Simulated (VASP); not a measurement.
# SnSe (Fm-3m) in VASP: further runs, part 2 of 2

VASP 6.6.1. Earlier steps stand in the parts before.

### 3 Single point, PBE+D3(BJ)

This run uses another cell than the first one, of 25.01 Å³/atom, 0.937 times its volume.

File INCAR:

```
ALGO     = Normal         # electronic algorithm
EDIFF    = 1E-6           # SCF threshold, eV
ENCUT    = 520            # plane-wave cutoff, eV
GGA      = PE             # functional
ISIF     = 2              # what is computed and relaxed
ISMEAR   = 0              # smearing method
IVDW     = 12             # dispersion correction
LASPH    = T              # aspherical terms in the spheres
LCHARG   = F              # write CHGCAR
LREAL    = F              # projectors in reciprocal space
LWAVE    = F              # write WAVECAR
NBANDS   = 17             # bands
NELM     = 80             # most SCF steps
PREC     = Accurate       # precision mode
SIGMA    = 0.01           # smearing width, eV
```

File KPOINTS:

```
k-points
0
Gamma
  10 10 10
```

File POSCAR:

```
SnSe
1.0
    0.0000000000      2.9243683634      2.9243683634
    2.9243683634      0.0000000000      2.9243683634
    2.9243683634      2.9243683634      0.0000000000
Sn Se
1 1
Direct
    0.0000000000      0.0000000000      0.0000000000
    0.5000000000      0.5000000000      0.5000000000
```

Potentials or basis: VASP PAW PBE potentials, release 64 (Sn_d, Se).

Launch:

```sh
$ cat potpaw_PBE.64/Sn_d/POTCAR potpaw_PBE.64/Se/POTCAR > POTCAR
$ mpirun -np 1 vasp_std > vasp.out
```

OUTCAR:

```text
EDIFF = 1E-6
   ENCUT = 520
   GGA = PE
   ISIF = 2
   ISMEAR = 0
   IVDW = 12
   LASPH = T
   LREAL = F
   NELM = 80
   PREC = Accurate
 IVDW          = 12

 ion  position               nearest neighbor table
   1  0.000  0.000  0.000-   2 2.92   2 2.92   2 2.92   2 2.92   2 2.92   2 2.92
   2  0.500  0.500  0.500-   1 2.92   1 2.92   1 2.92   1 2.92   1 2.92   1 2.92

  LATTYP: Found a face centered cubic cell.
 ALAT       =     5.8487367268

  Lattice vectors:

[... 667 lines left out ...]
------------------------ aborting loop because EDIFF is reached ----------------------------------------

 Edisp (eV)   -0.77229

 E8    (eV) :    -0.3478

  FORCE on cell =-STRESS in cart. coord.  units (eV):
  Direction    XX          YY          ZZ          XY          YZ          ZX
  --------------------------------------------------------------------------------------
  -------------------------------------------------------------------------------------
  Total       1.24740     1.24740     1.24740    -0.00000    -0.00000     0.00000
  in kB      39.95669    39.95669    39.95669    -0.00000    -0.00000     0.00000
  external pressure =       39.96 kB  Pullay stress =        0.00 kB

 VOLUME and BASIS-vectors are now :
 -----------------------------------------------------------------------------
  energy-cutoff  :      520.00
  volume of cell :       50.02
      direct lattice vectors                 reciprocal lattice vectors
     0.000000000  2.924368363  2.924368363    -0.170977092  0.170977092  0.170977092
     2.924368363  0.000000000  2.924368363     0.170977092 -0.170977092  0.170977092
     2.924368363  2.924368363  0.000000000     0.170977092  0.170977092 -0.170977092

 POSITION                                       TOTAL-FORCE (eV/Angst)
 -----------------------------------------------------------------------------------
      0.00000      0.00000      0.00000        -0.000000      0.000000      0.000000
      2.92437      2.92437      2.92437         0.000000      0.000000     -0.000000
 -----------------------------------------------------------------------------------
    total drift:                                0.000000     -0.000000     -0.000000

  FREE ENERGIE OF THE ION-ELECTRON SYSTEM (eV)
  ---------------------------------------------------
  free  energy   TOTEN  =        -8.8829963823 eV

  energy  without entropy=       -8.8829963823  energy(sigma->0) =       -8.88299638
```

OSZICAR:

```text
N       E                     dE             d eps       ncg     rms          rms(c)
DAV:   1     0.130813995562E+03    0.13081E+03   -0.98678E+03  1624   0.149E+03
DAV:   2     0.346861579437E+01   -0.12735E+03   -0.12328E+03  1734   0.348E+02
DAV:   3    -0.796033220773E+01   -0.11429E+02   -0.11334E+02  1959   0.908E+01
DAV:   4    -0.824538004421E+01   -0.28505E+00   -0.28480E+00  1955   0.150E+01
DAV:   5    -0.825305483538E+01   -0.76748E-02   -0.76745E-02  2196   0.242E+00    0.355E+00
DAV:   6    -0.811159086169E+01    0.14146E+00   -0.31868E-01  2375   0.347E+00    0.217E+00
DAV:   7    -0.810912816550E+01    0.24627E-02   -0.71750E-02  1924   0.124E+00    0.955E-01
DAV:   8    -0.811073875078E+01   -0.16106E-02   -0.72326E-03  2038   0.776E-01    0.906E-02
DAV:   9    -0.811067171977E+01    0.67031E-04   -0.10123E-03  2303   0.297E-01    0.461E-02
DAV:  10    -0.811070615464E+01   -0.34435E-04   -0.13372E-04  1909   0.682E-02    0.107E-02
DAV:  11    -0.811071081047E+01   -0.46558E-05   -0.18971E-05  2118   0.400E-02    0.414E-03
DAV:  12    -0.811071089594E+01   -0.85464E-07   -0.81994E-07  1304   0.957E-03
   1 F= -.88829964E+01 E0= -.88829964E+01  d E =-.112893E-21
```

stdout:

```text
POSCAR found type information on POSCAR SnSe
 POSCAR found :  2 types and       2 ions
 scaLAPACK will be used
 LDA part: xc-table for (Slater+PW92), standard interpolation
 POSCAR, INCAR and KPOINTS ok, starting setup
 FFT: planning ... GRIDC
 FFT: planning ... GRID_SOFT
 FFT: planning ... GRID
 WAVECAR not read
 entering main loop
```

It took 29 s on 1 thread of Intel Xeon Platinum 8259CL at 2.50GHz (Skylake/Cascade Lake), shared host; peak memory 0.2 GiB.

Results:

```yaml
Free_energy: -8.8830 eV
Pressure: 4.0 GPa
Band_gap_on_the_k_mesh: 0.42 eV, indirect (least direct gap 0.58 eV)
Dispersion_energy_per_atom: -0.386 eV
```

Levels at points of the mesh, in eV from the valence-band top:
| k point | band 6 | band 7 | band 8 | band 9 | band 10 | band 11 | band 12 | band 13 | band 14 | band 15 |
| --- | --- | --- | --- | --- | --- | --- | --- | --- | --- | --- |
| (0.00, 0.00, 0.00) | -14.59 | -4.86 | -2.54 | -2.54 | -2.54 | 4.55 | 4.55 | 4.55 | 5.65 | 5.65 |
| (0.50, 0.00, 0.00) | -13.45 | -8.62 | -2.28 | -2.28 | -0.17 | 0.83 | 1.09 | 1.09 | 8.39 | 10.21 |
| (0.50, 0.50, 0.00) | -13.08 | -6.19 | -6.13 | -4.16 | -4.16 | 2.62 | 5.75 | 5.75 | 6.45 | 10.63 |

Caveat: spin-orbit coupling is left out, which moves the levels of the heavy elements. A k mesh can miss the band edges.

### 4 Single point, r2SCAN

File POSCAR:

```
SnSe
1.0
    0.0000000000      2.9887688204      2.9887688204
    2.9887688204      0.0000000000      2.9887688204
    2.9887688204      2.9887688204      0.0000000000
Sn Se
1 1
Direct
    0.0000000000      0.0000000000      0.0000000000
    0.5000000000      0.5000000000      0.5000000000
```

File INCAR.step1:

```
SYSTEM = SnSe
ALGO     = Normal         ! electronic algorithm
EDIFF    = 1E-4           ! SCF threshold, eV
ENCUT    = 520            ! plane-wave cutoff, eV
GGA      = PE             ! functional
ISMEAR   = 0              ! smearing method
LASPH    = .TRUE.         ! aspherical terms in the spheres
LCHARG   = .FALSE.        ! write CHGCAR
LREAL    = .FALSE.        ! projectors in reciprocal space
LWAVE    = .TRUE.         ! write WAVECAR
NBANDS   = 17             ! bands
NELM     = 60             ! most SCF steps
PREC     = Accurate       ! precision mode
SIGMA    = 0.02           ! smearing width, eV
```

File INCAR.step2:

```
SYSTEM = SnSe
ALGO     = Normal         ! electronic algorithm
EDIFF    = 1E-6           ! SCF threshold, eV
ENCUT    = 520            ! plane-wave cutoff, eV
ISIF     = 2              ! what is computed and relaxed
ISMEAR   = 0              ! smearing method
ISTART   = 1            
LASPH    = .TRUE.         ! aspherical terms in the spheres
LCHARG   = .FALSE.        ! write CHGCAR
LMIXTAU  = .TRUE.       
LREAL    = .FALSE.        ! projectors in reciprocal space
LWAVE    = .FALSE.        ! write WAVECAR
METAGGA  = R2SCAN         ! meta-GGA
NBANDS   = 17             ! bands
NELM     = 60             ! most SCF steps
PREC     = Accurate       ! precision mode
SIGMA    = 0.02           ! smearing width, eV
```

File KPOINTS:

```
k-points
0
G
  10 10 10
  0 0 0
```

Launch:

```sh
$ cat potpaw_PBE.64/Sn_d/POTCAR potpaw_PBE.64/Se/POTCAR > POTCAR
$ cp INCAR.step1 INCAR
$ mpirun -np 1 vasp_std > vasp.out
$ cp INCAR.step2 INCAR
$ mpirun -np 1 vasp_std > vasp.out
```

Run time: 95 s. Hardware: 1 thread of Intel Xeon Platinum 8259CL at 2.50GHz (Skylake/Cascade Lake), shared host; peak memory 0.21 GiB.

Results (log left out):

* Free energy: -39.8704 eV
* Pressure: 1.2 GPa
* Band gap on the k mesh: 0.49 eV, indirect (least direct gap 0.55 eV)

Levels at points of the mesh, in eV from the valence-band top:
| k point | band 6 | band 7 | band 8 | band 9 | band 10 | band 11 | band 12 | band 13 | band 14 | band 15 |
| --- | --- | --- | --- | --- | --- | --- | --- | --- | --- | --- |
| (0.00, 0.00, 0.00) | -14.86 | -5.17 | -2.69 | -2.69 | -2.69 | 4.45 | 4.45 | 4.45 | 6.02 | 6.02 |
| (0.50, 0.00, 0.00) | -13.84 | -8.68 | -2.42 | -2.42 | 0.00 | 0.55 | 1.13 | 1.13 | 8.64 | 10.51 |
| (0.50, 0.50, 0.00) | -13.52 | -6.35 | -6.09 | -4.20 | -4.20 | 3.05 | 5.60 | 5.60 | 6.31 | 10.69 |

Caveat: the PAW data sets were made with another functional, which shifts forces and pressure a little; spin-orbit coupling is left out, which moves the levels of the heavy elements. A k mesh can miss the band edges.

### 5 Summary

| task | level | cell | cutoff (eV) | smearing | gap on the mesh (eV) | pressure (GPa) |
| --- | --- | --- | --- | --- | --- | --- |
| relaxation of cell and atoms | PBE+D3(BJ) | relaxed to 25 GPa from a = 4.226 Å, angles 60.0°, 2 atoms | 600 | gaussian 0.01 eV | 0.13 | 25.0 |
| single point | PBE+D3(BJ) | a = 4.136 Å, angles 60.0°, 2 atoms | 520 | gaussian 0.01 eV | 0.42 | 4.0 |
| single point | r2SCAN | a = 4.227 Å, angles 60.0°, 2 atoms | 520 | gaussian 0.02 eV | 0.49 | 1.2 |

Alike in all rows: potentials or basis VASP PAW PBE potentials, release 64 (Sn_d, Se); no spin polarisation; k mesh 10 × 10 × 10.

Caveats: spin-orbit coupling is left out, which moves the levels of the heavy elements; the cell is relaxed towards a set pressure, so the enthalpy falls and the energy may rise (some runs); the volume moved by over 15 % at a fixed basis, so the end points are rough (some runs); the PAW data sets were made with another functional, which shifts forces and pressure a little (some runs).

Total energies depend on the potentials used, so only differences within one code and one set of settings carry meaning.
